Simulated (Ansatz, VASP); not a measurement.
## Ru in VASP and in Ansatz

```
CELL_PARAMETERS angstrom
0.00000 2.37794 2.37794
2.37794 0.00000 2.37794
2.37794 2.37794 0.00000
ATOMIC_POSITIONS crystal
Ru 0.87500 0.87500 0.87500
Ru 0.12500 0.12500 0.12500
```

Change from the starting cell: volume scaled by 0.7, LAPW.

Alike in both runs: task single point; functional LDA; k mesh 13 × 13 × 13; occupations fermi-dirac, width 0.1 eV; no spin polarisation.

|  | VASP | Ansatz |
| --- | --- | --- |
| version | VASP 6.6.1 | Ansatz 0.2.0 |
| potentials or method | VASP PAW LDA potentials, release 64 (Ru_pv), cutoff 520 eV | all-electron LAPW, scalar-relativistic |

VASP gave:

| Property | Result |
| --- | --- |
| pressure (GPa) | 161.3 |

**Question.** What did Ansatz give for the same quantities?

**Answer.** Pressure (GPa): 155.0.

LDA's correlation is that of Perdew and Zunger in VASP and of Perdew and Wang (1992) in Ansatz. Both programs put the cell under a high pressure, so it lies far from rest at this level. Ansatz ran all-electron here, and VASP with PAW potentials.

Noted on VASP's run: the cell as given lies far from equilibrium.
